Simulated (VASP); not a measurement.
HfC, 2 atoms in the cell. It takes space group Fm-3m (No. 225, cubic). Conventional cell: a = 4.650 Å, b = 4.650 Å, c = 4.650 Å, α = 90.00°, β = 90.00°, γ = 90.00°. Hf (site symmetry m-3m) has 6 C at 2.33 Å within 3.1 Å. C (site symmetry m-3m) has 6 Hf at 2.33 Å within 3.1 Å. 

| Quantity | Value |
| --- | --- |
| Program | VASP 6.6.1 |
| Task | electric field gradients |
| Functional | LDA |
| Potentials or basis | VASP PAW LDA potentials, release 64 (Hf_pv, C) |
| Cutoff | 520 eV |
| k mesh | 12 × 12 × 12 |
| Occupations | fermi-dirac, width 0.05 eV |
| Spin | no spin polarisation |
| Dipole correction | no |
| Further INCAR settings | ALGO = Normal; EDIFF = 1e-08; NBANDS = 14 |

Potentials or basis: VASP PAW LDA potentials, release 64 (Hf_pv, C).

The run is started by

```bash
$ cat potpaw_LDA.64/Hf_pv/POTCAR potpaw_LDA.64/C/POTCAR > POTCAR
$ mpirun -np 1 vasp_std > vasp.out
```

Hardware: 1 thread of Intel Xeon 8259CL, with other jobs on the host.

Task: Estimate the wall time of this run.

Result: Wall time 28 s on 1 thread of Intel Xeon 8259CL (shared host), peak memory 0.15 GiB. Counts: scf iterations 14, k points 72.
